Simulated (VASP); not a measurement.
# RuC4 (P6/mmm) in VASP: a series of runs

The runs below take RuC4 through single point, relaxation of cell and atoms, with PBE.

Program: VASP 6.6.1. These are calculated values, not measurements. Logs are shortened: lines on timing, memory, paths and dates and some standing lists are left out, and cuts for length are marked.

## (1) The cell of the first run

Symmetry: P6/mmm, No. 191, hexagonal system. The conventional cell has a = 3.809 Å, b = 3.809 Å, c = 3.933 Å, α = 90.00°, β = 90.00°, γ = 120.00°. Within 2.6 Å of Ru (site symmetry 6/mmm) lie 2 C at 1.97 Å. Within 2.5 Å of C (site symmetry mmm) lie 6 C at 1.90 Å. C (site symmetry 6/mmm) has 6 C at 1.90 Å and 2 Ru at 1.97 Å within 2.5 Å.

## (2) Single point, PBE

File INCAR:

```
SYSTEM = RuC4
  PREC = Accurate
  ENCUT = 520
  EDIFF = 1E-7
  ISMEAR = 0
  SIGMA = 0.1
  LREAL = .False.
  LASPH = .True.
  NELM = 60
  ALGO = Normal
  ISIF = 2
  LWAVE = .False.
  LCHARG = .False.
  GGA = PE
  NBANDS = 23
```

File KPOINTS:

```
regular mesh
0
Gamma
  12 12 10
  0 0 0
```

File POSCAR:

```
RuC4
1.0
    3.8093034997      0.0000000000      0.0000000000
   -1.9046517498      3.2989536014      0.0000000000
    0.0000000000      0.0000000000      3.9332627988
Ru C
1 4
Direct
    0.0000000000      0.0000000000      0.5000000000
    0.5000000000      0.0000000000      0.0000000000
    0.0000000000      0.5000000000      0.0000000000
    0.5000000000      0.5000000000      0.0000000000
    0.0000000000      0.0000000000      0.0000000000
```

Potentials or basis: VASP PAW PBE potentials, release 64 (Ru_pv, C).

The run is started by

```bash
> cat potpaw_PBE.64/Ru_pv/POTCAR potpaw_PBE.64/C/POTCAR > POTCAR
> mpirun -np 1 vasp_std > vasp.out
```

OUTCAR:

```text
SYSTEM = RuC4
   PREC = Accurate
   ENCUT = 520
   EDIFF = 1E-7
   ISMEAR = 0
   LREAL = .False.
   LASPH = .True.
   NELM = 60
   ISIF = 2
   GGA = PE

 ion  position               nearest neighbor table
   1  0.000  0.000  0.500-   5 1.97   5 1.97
   2  0.500  0.000  0.000-   4 1.90   4 1.90   3 1.90   3 1.90   5 1.90   5 1.90
   3  0.000  0.500  0.000-   5 1.90   5 1.90   2 1.90   2 1.90   4 1.90   4 1.90
   4  0.500  0.500  0.000-   2 1.90   2 1.90   5 1.90   5 1.90   3 1.90   3 1.90
   5  0.000  0.000  0.000-   3 1.90   3 1.90   4 1.90   4 1.90   2 1.90   2 1.90   1 1.97   1 1.97

  LATTYP: Found a hexagonal cell.
 ALAT       =     3.8093034997
 C/A-ratio  =     1.0325411979

  Lattice vectors:

 A1 = (   3.8093034997,   0.0000000000,   0.0000000000)
 A2 = (  -1.9046517498,   3.2989536014,   0.0000000000)
 A3 = (   0.0000000000,   0.0000000000,   3.9332627988)

Analysis of symmetry for initial positions (statically):
=====================================================================
 Subroutine PRICEL returns:
 Original cell was already a primitive cell.

 Routine SETGRP: Setting up the symmetry group for a
 hexagonal supercell.

 Subroutine GETGRP returns: Found 24 space group operations
 (whereof 24 operations were pure point group operations)
 out of a pool of 24 trial point group operations.

The static configuration has the point symmetry D_6h.

Analysis of symmetry for dynamics (positions and initial velocities):
=====================================================================
 Subroutine PRICEL returns:
 Original cell was already a primitive cell.

 Routine SETGRP: Setting up the symmetry group for a
 hexagonal supercell.

 Subroutine GETGRP returns: Found 24 space group operations
 (whereof 24 operations were pure point group operations)
 out of a pool of 24 trial point group operations.

The dynamic configuration has the point symmetry D_6h.

 Subroutine INISYM returns: Found 24 space group operations
 (whereof 24 operations are pure point group operations),
 and found     1 'primitive' translations

----------------------------------------------------------------------------------------

                                     Primitive cell

  volume of cell :      49.4282

  direct lattice vectors                    reciprocal lattice vectors
     3.809303500  0.000000000  0.000000000     0.262515182  0.151563211  0.000000000
    -1.904651750  3.298953601  0.000000000     0.000000000  0.303126422  0.000000000
     0.000000000  0.000000000  3.933262799     0.000000000  0.000000000  0.254241847

  length of vectors
     3.809303500  3.809303500  3.933262799     0.303126422  0.303126422  0.254241847

  position of ions in fractional coordinates (direct lattice)
     0.000000000  0.000000000  0.500000000
     0.500000000  0.000000000  0.000000000
     1.000000000  0.500000000  0.000000000
     0.500000000  0.500000000  0.000000000
     0.000000000  0.000000000  0.000000000

  ion indices of the primitive-cell ions
   primitive index   ion index
                 1           1
                 2           2
                 3           3
                 4           4
                 5           5

----------------------------------------------------------------------------------------

 KPOINTS: regular mesh

Automatic generation of k-mesh.
 Grid dimensions read from file:
 generate k-points for:   12   12   10

 Generating k-lattice:

  Cartesian coordinates                     Fractional coordinates (reciprocal lattice)
     0.021876265  0.012630268  0.000000000     0.083333333  0.000000000  0.000000000
     0.000000000  0.025260535  0.000000000     0.000000000  0.083333333  0.000000000
     0.000000000  0.000000000  0.025424185     0.000000000  0.000000000  0.100000000

  Length of vectors
     0.025260535  0.025260535  0.025424185

  Shift w.r.t. Gamma in fractional coordinates (k-lattice)
     0.000000000  0.000000000  0.000000000

 Subroutine IBZKPT returns following result:
 ===========================================

 Found    114 irreducible k-points:

 Following reciprocal coordinates:
            Coordinates               Weight
  0.000000  0.000000  0.000000      1.000000
  0.083333 -0.000000  0.000000      6.000000
  0.166667  0.000000  0.000000      6.000000
  0.250000  0.000000  0.000000      6.000000
  0.333333 -0.000000  0.000000      6.000000
  0.416667  0.000000  0.000000      6.000000
[... 16 lines left out ...]
  0.250000  0.000000  0.100000     12.000000
  0.333333 -0.000000  0.100000     12.000000
 [... further k-points ...]
   k-points           NKPTS =    114   k-points in BZ     NKDIM =    114   number of bands    NBANDS=     23
   number of dos      NEDOS =    301   number of ions     NIONS =      5
   total plane-waves  NPLWV =  23520
   dimension x,y,z NGX =    28 NGY =   28 NGZ =   30
   dimension x,y,z NGXF=    56 NGYF=   56 NGZF=   60
   ions per type =               1   4
   NGX,Y,Z   is equivalent  to a cutoff of  12.22, 12.22, 12.68 a.u.
   NGXF,Y,Z  is equivalent  to a cutoff of  24.44, 24.44, 25.36 a.u.
 SYSTEM =  RuC4
   PREC   = accura    normal or accurate (medium, high low for compatibility)
   ISTART =      0    job   : 0-new  1-cont  2-samecut
   ICHARG =      2    charge: 1-file 2-atom 10-const
   ISPIN  =      1    spin polarized calculation?
   LNONCOLLINEAR =      F non collinear calculations
   LSORBIT =      F    spin-orbit coupling
   LASPH  =      T    aspherical Exc in radial PAW
   ENCUT  =  520.0 eV  38.22 Ry    6.18 a.u.   7.08  7.08  7.31*2*pi/ulx,y,z
   NELM   =     60;   NELMIN=  2; NELMDL= -5     # of ELM steps
   EDIFF  = 0.1E-06   stopping-criterion for ELM
   LREAL  =      F    real-space projection
   EDIFFG = 0.1E-05   stopping-criterion for IOM
   NSW    =      0    number of steps for IOM
   IBRION =     -1    ionic relax: 0-MD 1-quasi-New 2-CG
   NFREE  =      0    steps in history (QN), initial steepest desc. (CG)
   ISIF   =      2    stress and relaxation
   ISYM   =      2    0-nonsym 1-usesym 2-fastsym
   POTIM  = 0.5000    time-step for ionic-motion
   TEBEG  =    0.0;   TEEND  =   0.0 temperature during run
   PSTRESS=    0.0 pullay stress
   NELECT =      30.0000    total number of electrons
   NUPDOWN=      -1.0000    fix difference up-down
   EMIN   =  10.00;   EMAX   =-10.00  energy-range for DOS
   EFERMI =   0.00;   METHOD = LEGACY
   ISMEAR =     0;   SIGMA  =   0.10  broadening in eV -4-tet -1-fermi 0-gaus
   EFERMI_NEDOS =   21; number of points for ismear=-14 and -15
   IALGO  =     38    algorithm
   IMIX   =      4    mixing-type and parameters
     AMIX     =   0.40;   BMIX     =  1.00
     AMIX_MAG =   1.60;   BMIX_MAG =  1.00
  volume/ion in A,a.u.               =       9.89        66.71
  Fermi-wavevector in a.u.,A,eV,Ry     =   1.386086  2.619324 26.140000  1.921236
  Thomas-Fermi vector in A             =   2.510435
   LORBIT       =      0    0 simple, 1 ext, 2 COOP (PROOUT), +10 PAW based schemes
   GGA     = PE    functional components
   LHFCALC =     F    Hartree Fock is set to
   AEXX    =    0.0000 exact exchange contribution
   IVDW    =     0    specifies the selected vdW correction
   LEPSILON=     F    determine dielectric tensor
   LRPA    =     F    only Hartree local field effects (RPA)
 non-spin polarized calculation
 Gauss-broadening in eV      SIGMA  =   0.10
  energy-cutoff  :      520.00
  volume of cell :       49.43
 maximum number of plane-waves:      1347
   NGX = 15   NGY = 15   NGZ = 15

 number of electron      29.9999994 magnetization

 Free energy of the ion-electron system (eV)
  ---------------------------------------------------
  ext. energy  EPLUGINS =         0.00000000
  ---------------------------------------------------
  free energy    TOTEN  =       -28.88282801 eV

  energy without entropy =      -28.86544137  energy(sigma->0) =      -28.87413469

 E-fermi :   7.4633     XC(G=0): -11.9247

 val. band max:        7.4624893033   @ k =   0.5000   0.0000   0.2000
 cond. band min:       7.4675643435   @ k =   0.3333   0.0833   0.1000
 fundamental gap:      0.0050750403
 Fermi energy:         7.4633186528

 k-point     1 :       0.0000    0.0000    0.0000
  band No.  band energies     occupation
      1     -35.4918      2.00000
      2     -34.7807      2.00000
      3     -34.7807      2.00000
      4     -11.1587      2.00000
      5      -1.4885      2.00000
      6      -1.4885      2.00000
[... 15 lines left out ...]
     22      14.3087      0.00000
     23      14.3182      0.00000

 k-point     2 :       0.0833   -0.0000    0.0000
  band No.  band energies     occupation
      1     -35.4917      2.00000
      2     -34.7818      2.00000
      3     -34.7810      2.00000
      4     -11.0826      2.00000
      5      -2.4737      2.00000
      6      -1.6694      2.00000
[... 15 lines left out ...]
     22      14.0495      0.00000
     23      14.3743      0.00000

 k-point     3 :       0.1667    0.0000    0.0000
  band No.  band energies     occupation
      1     -35.4913      2.00000
      2     -34.7846      2.00000
      3     -34.7818      2.00000
      4     -10.8551      2.00000
      5      -3.8130      2.00000
      6      -2.0956      2.00000
[... 15 lines left out ...]
     22      13.3843      0.00000
     23      14.5581      0.00000

 k-point     4 :       0.2500    0.0000    0.0000
  band No.  band energies     occupation
      1     -35.4908      2.00000
      2     -34.7884      2.00000
      3     -34.7828      2.00000
      4     -10.4784      2.00000
      5      -5.1210      2.00000
      6      -2.5865      2.00000
[... 15 lines left out ...]
     22      12.5938      0.00000
     23      14.8584      0.00000

 k-point     5 :       0.3333   -0.0000    0.0000
  band No.  band energies     occupation
      1     -35.4903      2.00000
      2     -34.7923      2.00000
      3     -34.7838      2.00000
      4      -9.9570      2.00000
      5      -6.3272      2.00000
      6      -2.9401      2.00000
[... 434 lines left out ...]
 k-point    22 :       0.1667    0.0000    0.1000
  band No.  band energies     occupation
      1     -35.4922      2.00000
      2     -34.7844      2.00000
      3     -34.7816      2.00000
      4     -10.8137      2.00000
      5      -3.8061      2.00000
      6      -2.0809      2.00000
[... 15 lines left out ...]
     22      13.4278      0.00000
     23      14.5679      0.00000

 k-point    23 :       0.2500    0.0000    0.1000
  band No.  band energies     occupation
      1     -35.4917      2.00000
      2     -34.7883      2.00000
      3     -34.7826      2.00000
      4     -10.4380      2.00000
      5      -5.1095      2.00000
      6      -2.5580      2.00000
[... 15 lines left out ...]
     22      12.7191      0.00000
     23      14.8690      0.00000

 k-point    24 :       0.3333   -0.0000    0.1000
  band No.  band energies     occupation
      1     -35.4912      2.00000
      2     -34.7921      2.00000
      3     -34.7836      2.00000
      4      -9.9175      2.00000
      5      -6.3135      2.00000
      6      -2.9072      2.00000
[... 15 lines left out ...]
     22      12.1056      0.00000
     23      15.2760      0.00000

 [... further k-points ...]
[... 5 lines left out ...]
  --------------------------------------------------------------------------------------
  -------------------------------------------------------------------------------------
  Total       -0.0084283     -0.0084283      0.0213551     -0.0000000      0.0000000      0.0000000
  in kB       -0.2731974     -0.2731974      0.6922090     -0.0000000      0.0000000      0.0000000
  external PRESSURE =       0.0486047 kB  Pullay stress =       0.0000000 kB

 VOLUME and BASIS-vectors are now :
 -----------------------------------------------------------------------------
  energy-cutoff  :      520.00
  volume of cell :       49.43
      direct lattice vectors                 reciprocal lattice vectors
     3.809303500  0.000000000  0.000000000     0.262515182  0.151563211  0.000000000
    -1.904651750  3.298953601  0.000000000     0.000000000  0.303126422  0.000000000
     0.000000000  0.000000000  3.933262799     0.000000000  0.000000000  0.254241847

 POSITION                                       TOTAL-FORCE (eV/Angst)
 -----------------------------------------------------------------------------------
      0.00000      0.00000      1.96663         0.000000      0.000000      0.000000
      1.90465      0.00000      0.00000        -0.000000      0.000000      0.000000
     -0.95233      1.64948      0.00000         0.000000      0.000000      0.000000
      0.95233      1.64948      0.00000         0.000000      0.000000      0.000000
      0.00000      0.00000      0.00000        -0.000000      0.000000      0.000000
 -----------------------------------------------------------------------------------
    total drift:                               -0.000000     -0.000000     -0.000000

  FREE ENERGIE OF THE ION-ELECTRON SYSTEM (eV)
  ---------------------------------------------------
  free  energy   TOTEN  =       -28.8828280082 eV

  energy  without entropy=      -28.8654413702  energy(sigma->0) =      -28.87413469
```

Wall time 2.2 min (1 thread of Intel Xeon Platinum 8259CL at 2.50GHz (Skylake/Cascade Lake), shared host); peak memory 0.24 GiB.

What came out:

| Item | Value |
| --- | --- |
| Free energy | -28.8828 eV |
| Pressure | 0.0 GPa |
| Band gap on the k mesh | zero (band 15 reaches 8.04 eV, above the bottom of band 16 at 6.33 eV) |

Stress tensor (GPa, compression positive):
```
-0.03  0.00  0.00
 0.00 -0.03  0.00
 0.00  0.00  0.07
```

Levels at points of the mesh, in eV from the Fermi level:
| k point | band 11 | band 12 | band 13 | band 14 | band 15 | band 16 | band 17 | band 18 | band 19 | band 20 |
| --- | --- | --- | --- | --- | --- | --- | --- | --- | --- | --- |
| (0.00, 0.00, 0.00) | -6.42 | -1.70 | -1.70 | -0.98 | -0.45 | -0.45 | 0.96 | 1.48 | 1.48 | 3.95 |
| (0.50, 0.00, 0.00) | -2.49 | -1.32 | -1.21 | -0.16 | -0.11 | 0.75 | 1.08 | 1.17 | 2.25 | 2.64 |
| (0.00, 0.00, 0.50) | -6.10 | -4.97 | -2.09 | -2.09 | 0.07 | 0.07 | 2.82 | 2.82 | 3.92 | 6.87 |
| (0.50, 0.00, 0.50) | -2.07 | -0.99 | -0.43 | -0.13 | -0.04 | 0.11 | 0.24 | 0.93 | 1.56 | 3.85 |

## (3) Single point, PBE, collinear spin, ferromagnetic start

This run uses another cell than the first one, of 10.22 Å³/atom, 1.033 times its volume.

File INCAR:

```
SYSTEM = RuC4
  PREC = Accurate
  ENCUT = 520
  EDIFF = 1E-6
  ISMEAR = 0
  SIGMA = 0.1
  LREAL = .FALSE.
  LASPH = .TRUE.
  NELM = 150
  ALGO = Normal
  ISIF = 2
  LWAVE = .FALSE.
  LCHARG = .FALSE.
  ISPIN = 2
  MAGMOM = 1 0 0 0 0
  LORBIT = 11
  LMAXMIX = 4
  GGA = PE
  NBANDS = 27
```

File KPOINTS:

```
Automatic mesh
0
G
  6 6 4
  0 0 0
```

POSCAR: that of step 2 with these lines changed.

```diff
@@ -2,5 +2,5 @@
 1.0
-    3.8093034997      0.0000000000      0.0000000000
-   -1.9046517498      3.2989536014      0.0000000000
-    0.0000000000      0.0000000000      3.9332627988
+    3.8995605740      0.0000000000      0.0000000000
+   -1.9497802870      3.3771185207      0.0000000000
+    0.0000000000      0.0000000000      3.8787734302
 Ru C
```

Potentials or basis: VASP PAW PBE potentials, release 64 (Ru_pv, C).

The run is started by

```bash
> cat potpaw_PBE.64/Ru_pv/POTCAR potpaw_PBE.64/C/POTCAR > POTCAR
> mpirun -np 1 vasp_std > vasp.out
```

It took 79 s on 1 thread of Intel Xeon Platinum 8259CL at 2.50GHz (Skylake/Cascade Lake), shared host; peak memory 0.21 GiB.

It converged, with:

```
Free energy                                           : -28.8392 eV
Pressure                                              : -0.1 GPa
Band gap on the k mesh                                : zero (filled and empty bands overlap)
Net moment                                            : 0.00 μB per cell
Valence electrons inside the program's atomic spheres : Ru 12.58; C 2.11, 2.31
```

Stress tensor (GPa, compression positive):
```
-0.16  0.00  0.00
 0.00 -0.16  0.00
 0.00  0.00  0.06
```

Levels at points of the mesh, in eV from the Fermi level:
Spin up:
| k point | band 13 | band 14 | band 15 | band 16 | band 17 | band 18 |
| --- | --- | --- | --- | --- | --- | --- |
| (0.00, 0.00, 0.00) | -1.78 | -0.64 | -0.39 | -0.39 | 1.00 | 1.59 |
| (0.50, 0.00, 0.00) | -1.09 | -0.44 | 0.01 | 0.87 | 1.15 | 1.24 |
| (0.00, 0.00, 0.50) | -2.04 | -2.04 | 0.15 | 0.15 | 2.85 | 2.85 |
| (0.50, 0.00, 0.50) | -0.49 | -0.37 | 0.05 | 0.13 | 0.32 | 1.05 |
Spin down:
```tsv
k point	band 11	band 12	band 13	band 14	band 15	band 16	band 17	band 18	band 19	band 20
(0.00, 0.00, 0.00)	-5.75	-1.78	-1.78	-0.63	-0.39	-0.39	1.00	1.59	1.59	4.33
(0.50, 0.00, 0.00)	-2.45	-1.35	-1.09	-0.44	0.01	0.87	1.15	1.24	2.07	2.62
(0.00, 0.00, 0.50)	-6.10	-5.04	-2.04	-2.04	0.15	0.15	2.85	2.85	4.26	6.51
(0.50, 0.00, 0.50)	-2.17	-1.34	-0.49	-0.37	0.05	0.13	0.32	1.05	1.78	3.93
```

Caveat: the k points lie up to 0.40 Å⁻¹ apart.

## (4) Relaxation of cell and atoms, PBE

This run uses another cell than the first one, of 10.22 Å³/atom, 1.033 times its volume.

File INCAR:

```
SYSTEM = RuC4
PREC = Accurate ; ENCUT = 600
EDIFF = 1E-6 ; ISMEAR = 0
SIGMA = 0.1 ; LREAL = .False.
LASPH = .True. ; NELM = 80
ALGO = Normal ; ISIF = 3
LWAVE = .False. ; LCHARG = .False.
GGA = PE ; IBRION = 2
NSW = 100 ; EDIFFG = -0.01
```

File KPOINTS:

```
Automatic mesh
0
Gamma
  12 12 10
  0 0 0
```

POSCAR is that of step 3.

The run is started by

```bash
> cat potpaw_PBE.64/Ru_pv/POTCAR potpaw_PBE.64/C/POTCAR > POTCAR
> mpirun -np 1 vasp_std > vasp.out
```

Run time: 2.9 min. Hardware: 1 thread of Intel Xeon 6975P-C (Granite Rapids), shared host; peak memory 0.28 GiB.

It converged, with:

```
Free energy                            : -28.8887 eV
Relaxed volume                         : 9.86 Å³/atom
Relaxed cell                           : a = 3.803 Å, b = 3.803 Å, c = 3.936 Å, α = 90.00°, β = 90.00°, γ = 120.00°
Space group after relaxing (to 0.05 Å) : P6/mmm (No. 191)
Energy gained by relaxing              : 6.8 meV/atom
Ionic steps                            : 7
Pressure after relaxing                : 0.0 GPa
Band gap on the k mesh                 : zero (band 15 reaches 8.09 eV, above the bottom of band 16 at 6.37 eV)
```

Step by step:
```
step  energy change (eV)  largest force (eV/Å)  pressure (GPa)  volume (Å³)
   1              0.0000                0.0000           -1.69        51.08
   2             -0.0245                0.0000           -1.05        50.28
   3             -0.0335                0.0000           -0.33        49.51
   4             -0.0337                0.0000           -0.20        49.38
   5             -0.0337                0.0000           -0.14        49.35
   6             -0.0338                0.0000            0.14        49.26
   7             -0.0338                0.0000            0.01        49.29
```

Final structure:
```xyz
5
Lattice="3.8030 0.0000 0.0000 -1.9015 3.2935 0.0000 0.0000 0.0000 3.9356" Properties=species:S:1:pos:R:3 pbc="T T T"
Ru    0.0000    0.0000    1.9678
C     1.9015    0.0000    0.0000
C    -0.9507    1.6467    0.0000
C     0.9507    1.6467    0.0000
C     0.0000    0.0000    0.0000
```

Levels at points of the mesh, in eV from the Fermi level:
```tsv
k point	band 13	band 14	band 15	band 16	band 17	band 18
(0.00, 0.00, 0.00)	-1.71	-1.00	-0.46	-0.46	0.96	1.47
(0.50, 0.00, 0.00)	-1.23	-0.14	-0.12	0.73	1.07	1.17
(0.00, 0.00, 0.50)	-2.10	-2.10	0.07	0.07	2.82	2.82
(0.50, 0.00, 0.50)	-0.43	-0.11	-0.05	0.11	0.24	0.93
```

## (5) Overview

```csv
task,spin,cell,k mesh,cutoff (eV),gap on the mesh (eV),pressure (GPa)
single point,off,"a = 3.809, b = 3.809, c = 3.933 Å, angles 90.0, 90.0, 120.0°, 5 atoms",12 × 12 × 10,520,none,0.0
single point,"collinear, ferromagnetic start","a = 3.900, b = 3.900, c = 3.879 Å, angles 90.0, 90.0, 120.0°, 5 atoms",6 × 6 × 4,520,none,-0.1
relaxation of cell and atoms,off,"relaxed from a = 3.900, b = 3.900, c = 3.879 Å, angles 90.0, 90.0, 120.0°, 5 atoms",12 × 12 × 10,600,none,0.0
```

Alike in all rows: level PBE; potentials or basis VASP PAW PBE potentials, release 64 (Ru_pv, C); smearing gaussian 0.1 eV.

Caveats: some runs use coarse meshes.

Total energies depend on the potentials used, so only differences within one code and one set of settings carry meaning.
